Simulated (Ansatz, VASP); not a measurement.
# One calculation of Mn, two programs

```
CELL_PARAMETERS angstrom
2.55433 0.00000 0.00000
-1.27716 2.21211 0.00000
0.00000 0.00000 8.26436
ATOMIC_POSITIONS crystal
Mn 0.00000 0.00000 0.00000
Mn 0.00000 0.00000 0.50000
Mn 0.33333 0.66667 0.25000
Mn 0.66667 0.33333 0.75000
```

Alike in both runs: task single point; functional r2SCAN; k mesh 16 × 16 × 5; occupations fermi-dirac, width 0.1 eV; no spin polarisation.

```csv
,VASP,Ansatz
version,VASP 6.6.1,Ansatz 0.2.0
potentials or method,"VASP PAW PBE potentials, release 64 (Mn_pv), cutoff 520 eV","plane waves (500 eV) with PAW, scalar-relativistic"
valence electrons in the cell,52,60
```

```csv
,VASP,Ansatz,Ansatz less VASP
pressure (GPa),-26.9,-27.1,-0.26
"traceless stress, the component that is largest in VASP (GPa)",-0.03,0.07,+0.101
```

VASP's potentials were made for PBE, not for r2SCAN. With one functional, cell and mesh, what is left measures potentials, basis and numerics. VASP's potentials hold 52 valence electrons a cell and Ansatz's 60, so a difference there can come from the potentials and not from the codes.
